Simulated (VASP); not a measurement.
# AlCu (rocksalt type) (Fm-3m) in VASP: further runs, part 2 of 2

VASP 6.6.1.

## Step 3: Single point, r2SCAN (14.65 Å³/atom)

This run uses another cell than the first one, of 14.65 Å³/atom.

Input file POSCAR:

```
AlCu
1.0
    0.0000000000      2.4466388135      2.4466388135
    2.4466388135      0.0000000000      2.4466388135
    2.4466388135      2.4466388135      0.0000000000
Cu Al
1 1
Direct
    0.0000000000      0.0000000000      0.0000000000
    0.5000000000      0.5000000000      0.5000000000
```

Input file INCAR.step1:

```
PREC     = Accurate       # precision mode
ENCUT    = 520            # plane-wave cutoff, eV
ISMEAR   = -1             # smearing method
SIGMA    = 0.08           # smearing width, eV
LREAL    = False          # projectors in reciprocal space
LASPH    = True           # aspherical terms in the spheres
NELM     = 60             # most SCF steps
NBANDS   = 14             # bands
GGA      = PE             # functional
ALGO     = Normal         # electronic algorithm
EDIFF    = 1E-4           # SCF threshold, eV
LWAVE    = True           # write WAVECAR
LCHARG   = False          # write CHGCAR
```

Input file INCAR.step2:

```
PREC     = Accurate       # precision mode
ENCUT    = 520            # plane-wave cutoff, eV
EDIFF    = 1E-7           # SCF threshold, eV
ISMEAR   = -1             # smearing method
SIGMA    = 0.08           # smearing width, eV
LREAL    = False          # projectors in reciprocal space
LASPH    = True           # aspherical terms in the spheres
NELM     = 60             # most SCF steps
ALGO     = Normal         # electronic algorithm
ISIF     = 2              # what is computed and relaxed
LWAVE    = False          # write WAVECAR
LCHARG   = True           # write CHGCAR
METAGGA  = R2SCAN         # meta-GGA
LMIXTAU  = True         
LELF     = True           # ELF
LVHAR    = True         
NBANDS   = 14             # bands
ISTART   = 1
```

Input file KPOINTS:

```
Automatic mesh
0
Gamma
  13 13 13
```

Potentials or basis: VASP PAW PBE potentials, release 64 (Cu, Al).

Started as:

```bash
> cat potpaw_PBE.64/Cu/POTCAR potpaw_PBE.64/Al/POTCAR > POTCAR
> cp INCAR.step1 INCAR
> mpirun -np 1 vasp_std > vasp.out
> cp INCAR.step2 INCAR
> mpirun -np 1 vasp_std > vasp.out
```

OUTCAR:

```text
PREC = Accurate
   ENCUT = 520
   EDIFF = 1E-7
   ISMEAR = -1
   LREAL = False
   LASPH = True
   NELM = 60
   ISIF = 2
   METAGGA = R2SCAN
   ISTART = 1

 ion  position               nearest neighbor table
   1  0.000  0.000  0.000-   2 2.45   2 2.45   2 2.45   2 2.45   2 2.45   2 2.45
   2  0.500  0.500  0.500-   1 2.45   1 2.45   1 2.45   1 2.45   1 2.45   1 2.45

  LATTYP: Found a face centered cubic cell.
 ALAT       =     4.8932776270

  Lattice vectors:

 A1 = (   0.0000000000,   2.4466388135,   2.4466388135)
 A2 = (   2.4466388135,   0.0000000000,   2.4466388135)
 A3 = (   2.4466388135,   2.4466388135,   0.0000000000)

Analysis of symmetry for initial positions (statically):
=====================================================================
 Subroutine PRICEL returns:
 Original cell was already a primitive cell.

 Routine SETGRP: Setting up the symmetry group for a
 face centered cubic supercell.

 Subroutine GETGRP returns: Found 48 space group operations
 (whereof 48 operations were pure point group operations)
 out of a pool of 48 trial point group operations.

The static configuration has the point symmetry O_h .

Analysis of symmetry for dynamics (positions and initial velocities):
=====================================================================
 Subroutine PRICEL returns:
 Original cell was already a primitive cell.

 Routine SETGRP: Setting up the symmetry group for a
 face centered cubic supercell.

 Subroutine GETGRP returns: Found 48 space group operations
 (whereof 48 operations were pure point group operations)
 out of a pool of 48 trial point group operations.

The dynamic configuration has the point symmetry O_h .

 Subroutine INISYM returns: Found 48 space group operations
 (whereof 48 operations are pure point group operations),
 and found     1 'primitive' translations

[... 117 lines left out ...]
  Thomas-Fermi vector in A             =   2.412437
   LORBIT       =      0    0 simple, 1 ext, 2 COOP (PROOUT), +10 PAW based schemes
   METAGGA = R2SCAN    functional components
   LHFCALC =     F    Hartree Fock is set to
   AEXX    =    0.0000 exact exchange contribution
   IVDW    =     0    specifies the selected vdW correction
   LEPSILON=     F    determine dielectric tensor
   LRPA    =     F    only Hartree local field effects (RPA)
 non-spin polarized calculation
  energy-cutoff  :      520.00
  volume of cell :       29.29
 maximum number of plane-waves:       809
 NGX is ok and might be reduce to    28
   NGX = 13   NGY = 13   NGZ = 13

 number of electron      13.9999988 magnetization

 Free energy of the ion-electron system (eV)
  ---------------------------------------------------
  ext. energy  EPLUGINS =         0.00000000
  ---------------------------------------------------
  free energy    TOTEN  =       -16.92574176 eV

  energy without entropy =      -16.91443720  energy(sigma->0) =      -16.92008948

 E-fermi :   7.4229     XC(G=0): -11.8868

 val. band max:        7.3686395777   @ k =  -0.4615   0.3846   0.1538
 cond. band min:       7.4540792356   @ k =  -0.3077   0.4615   0.1538
 fundamental gap:      0.0854396580
 Fermi energy:         7.4228706880

 k-point     1 :       0.0000    0.0000    0.0000
  band No.  band energies     occupation
      1      -3.3983      2.00000
      2       3.3686      2.00000
      3       3.3687      2.00000
      4       3.3687      2.00000
      5       3.4081      2.00000
      6       3.4081      2.00000
      7      13.7487      0.00000
      8      13.7487      0.00000
      9      13.7487      0.00000
     10      17.2976      0.00000
     11      17.2976      0.00000
     12      17.2976      0.00000
     13      19.5411      0.00000
     14      21.7667      0.00000
[... 377 lines left out ...]
      1       0.1861      2.00000
      2       2.4380      2.00000
      3       3.0596      2.00000
      4       3.2085      2.00000
      5       3.8327      2.00000
      6       3.8771      2.00000
      7       5.2012      2.00000
      8      10.9769      0.00000
      9      11.1432      0.00000
     10      13.6782      0.00000
     11      17.7105      0.00000
     12      18.6689      0.00000
     13      20.3304      0.00000
     14      21.9192      0.00000

 [... further k-points ...]
[... 5 lines left out ...]
  --------------------------------------------------------------------------------------
  -------------------------------------------------------------------------------------
  Total        1.1329083      1.1329083      1.1329083     -0.0000000     -0.0000000      0.0000000
  in kB       61.9677542     61.9677542     61.9677542     -0.0000000     -0.0000000      0.0000000
  external PRESSURE =      61.9677542 kB  Pullay stress =       0.0000000 kB

 VOLUME and BASIS-vectors are now :
 -----------------------------------------------------------------------------
  energy-cutoff  :      520.00
  volume of cell :       29.29
      direct lattice vectors                 reciprocal lattice vectors
     0.000000000  2.446638813  2.446638813    -0.204362000  0.204362000  0.204362000
     2.446638813  0.000000000  2.446638813     0.204362000 -0.204362000  0.204362000
     2.446638813  2.446638813  0.000000000     0.204362000  0.204362000 -0.204362000

 POSITION                                       TOTAL-FORCE (eV/Angst)
 -----------------------------------------------------------------------------------
      0.00000      0.00000      0.00000        -0.000000      0.000000     -0.000000
      2.44664      2.44664      2.44664         0.000000     -0.000000      0.000000
 -----------------------------------------------------------------------------------
    total drift:                               -0.000000     -0.000000      0.000000

  FREE ENERGIE OF THE ION-ELECTRON SYSTEM (eV)
  ---------------------------------------------------
  free  energy   TOTEN  =       -16.9257417588 eV

  energy  without entropy=      -16.9144371966  energy(sigma->0) =      -16.92008948
```

Wall time 1.8 min (1 thread of Intel Xeon 6975P-C (Granite Rapids), shared host); peak memory 0.18 GiB.

Results:

```
Free energy            : -16.9257 eV
Pressure               : 6.2 GPa
Band gap on the k mesh : zero (bands 7 and 8 overlap by 7.85 eV)
```

Levels at points of the mesh, in eV from the Fermi level:
| k point | band 5 | band 6 | band 7 | band 8 | band 9 | band 10 |
| --- | --- | --- | --- | --- | --- | --- |
| (0.00, 0.00, 0.00) | -4.01 | -4.01 | 6.33 | 6.33 | 6.33 | 9.87 |

Caveat: the cell stands under pressure; the PAW data sets were made with another functional, which shifts forces and pressure a little.

## Step 4: Single point, r2SCAN

This run uses another cell than the first one, of 15.58 Å³/atom.

Input file POSCAR:

```
AlCu
1.0
    0.0000000000      2.4976250600      2.4976250600
    2.4976250600      0.0000000000      2.4976250600
    2.4976250600      2.4976250600      0.0000000000
Cu Al
1 1
Direct
    0.0000000000      0.0000000000      0.0000000000
    0.5000000000      0.5000000000      0.5000000000
```

Input file INCAR.step1:

```
ALGO = Normal
EDIFF = 1E-4
ENCUT = 520
GGA = PE
ISMEAR = -1
LASPH = T
LCHARG = F
LREAL = F
LWAVE = T
NBANDS = 14
NELM = 100
PREC = Accurate
SIGMA = 0.08
```

Input file INCAR.step2:

```
ALGO = Normal
EDIFF = 1E-6
ENCUT = 520
ISIF = 2
ISMEAR = -1
ISTART = 1
LASPH = T
LCHARG = T
LELF = T
LMIXTAU = T
LREAL = F
LVHAR = T
LWAVE = F
METAGGA = R2SCAN
NBANDS = 14
NELM = 100
PREC = Accurate
SIGMA = 0.08
```

Input file KPOINTS:

```
k-points
0
Gamma
  13 13 13
```

Started as:

```bash
> cat potpaw_PBE.64/Cu/POTCAR potpaw_PBE.64/Al/POTCAR > POTCAR
> cp INCAR.step1 INCAR
> mpirun -np 1 vasp_std > vasp.out
> cp INCAR.step2 INCAR
> mpirun -np 1 vasp_std > vasp.out
```

Run time: 90 s. Hardware: 1 thread of Intel Xeon 6975P-C (Granite Rapids), shared host; peak memory 0.18 GiB.

The run converged. Its results:

```yaml
Free_energy: -16.9604 eV
Pressure: 0.0 GPa
Band_gap_on_the_k_mesh: zero (bands 7 and 8 overlap by 7.51 eV)
```

Levels at points of the mesh, in eV from the Fermi level:
| k point | band 3 | band 4 | band 5 | band 6 | band 7 | band 8 | band 9 | band 10 | band 11 | band 12 |
| --- | --- | --- | --- | --- | --- | --- | --- | --- | --- | --- |
| (0.00, 0.00, 0.00) | -3.80 | -3.80 | -3.77 | -3.77 | 6.00 | 6.00 | 6.00 | 9.67 | 9.67 | 9.67 |

Caveat: the PAW data sets were made with another functional, which shifts forces and pressure a little.

## Step 5: Relaxation of cell and atoms, r2SCAN

This run uses another cell than the first one, of 15.98 Å³/atom.

Input file POSCAR:

```
AlCu
1.0
    0.0000000000      2.5189918944      2.5189918944
    2.5189918944      0.0000000000      2.5189918944
    2.5189918944      2.5189918944      0.0000000000
Cu Al
1 1
Direct
    0.0000000000      0.0000000000      0.0000000000
    0.5000000000      0.5000000000      0.5000000000
```

Input file INCAR.step1:

```
SYSTEM = AlCu
  PREC = Accurate
  ENCUT = 600
  ISMEAR = -1
  SIGMA = 0.08
  LREAL = .False.
  LASPH = .True.
  NELM = 100
  GGA = PE
  ALGO = Normal
  EDIFF = 1E-4
  LWAVE = .True.
  LCHARG = .False.
```

Input file INCAR.step2:

```
SYSTEM = AlCu
  PREC = Accurate
  ENCUT = 600
  EDIFF = 1E-7
  ISMEAR = -1
  SIGMA = 0.08
  LREAL = .False.
  LASPH = .True.
  NELM = 100
  ALGO = Normal
  ISIF = 3
  LWAVE = .False.
  LCHARG = .False.
  METAGGA = R2SCAN
  LMIXTAU = .True.
  IBRION = 2
  NSW = 60
  EDIFFG = -0.005
  ISTART = 1
```

Input file KPOINTS:

```
regular mesh
0
Gamma
  13 13 13
  0 0 0
```

Started as:

```bash
> cat potpaw_PBE.64/Cu/POTCAR potpaw_PBE.64/Al/POTCAR > POTCAR
> cp INCAR.step1 INCAR
> mpirun -np 1 vasp_std > vasp.out
> cp INCAR.step2 INCAR
> mpirun -np 1 vasp_std > vasp.out
```

It took 3.2 min on 1 thread of Intel Xeon 6975P-C (Granite Rapids), shared host; peak memory 0.19 GiB.

Results (log left out):

```yaml
Free_energy: -16.9609 eV
Relaxed_volume: 15.58 Å³/atom
Relaxed_cell: a = 3.532 Å, b = 3.532 Å, c = 3.532 Å, α = 60.00°, β = 60.00°, γ = 60.00°
Space_group_after_relaxing_to_0.1_Å: Fm-3m (No. 225)
Energy_gained_by_relaxing: 2.7 meV/atom
Ionic_steps: 3
Pressure_after_relaxing: 0.0 GPa
Band_gap_on_the_k_mesh: zero (bands 7 and 8 overlap by 7.51 eV)
```

Step by step:
| step | energy change (eV) | largest force (eV/Å) | pressure (GPa) | volume (Å³) |
| --- | --- | --- | --- | --- |
| 1 | 0.0000 | 0.0000 | -2.13 | 31.97 |
| 2 | -0.0051 | 0.0000 | 0.46 | 30.99 |
| 3 | -0.0053 | 0.0000 | -0.01 | 31.17 |

Final structure:
```
CELL_PARAMETERS angstrom
0.00000 2.49774 2.49774
2.49774 0.00000 2.49774
2.49774 2.49774 0.00000
ATOMIC_POSITIONS crystal
Cu 0.00000 0.00000 0.00000
Al 0.50000 0.50000 0.50000
```

Levels at points of the mesh, in eV from the Fermi level:
| k point | band 3 | band 4 | band 5 | band 6 | band 7 | band 8 | band 9 | band 10 | band 11 |
| --- | --- | --- | --- | --- | --- | --- | --- | --- | --- |
| (0.00, 0.00, 0.00) | -3.80 | -3.80 | -3.77 | -3.77 | 5.99 | 5.99 | 5.99 | 9.67 | 9.67 |

Caveat: the PAW data sets were made with another functional, which shifts forces and pressure a little.

## Step 6: Overview

| task | cell | cutoff (eV) | gap on the mesh (eV) | pressure (GPa) |
| --- | --- | --- | --- | --- |
| single point | a = 3.385 Å, angles 60.0°, 2 atoms | 520 | none | 14.7 |
| single point | a = 3.460 Å, angles 60.0°, 2 atoms | 520 | none | 6.2 |
| single point | a = 3.532 Å, angles 60.0°, 2 atoms | 520 | none | 0.0 |
| relaxation of cell and atoms | relaxed from a = 3.562 Å, angles 60.0°, 2 atoms | 600 | none | 0.0 |

Alike in all rows: level r2SCAN; potentials or basis VASP PAW PBE potentials, release 64 (Cu, Al); no spin polarisation; k mesh 13 × 13 × 13; smearing fermi-dirac 0.08 eV.

Caveats: the PAW data sets were made with another functional, which shifts forces and pressure a little; the cell stands under pressure (at least some runs).

Total energies depend on the potentials used, so only differences within one code and one set of settings carry meaning.

The gap in the log of VASP goes by the Fermi energy; the results here count the filled bands.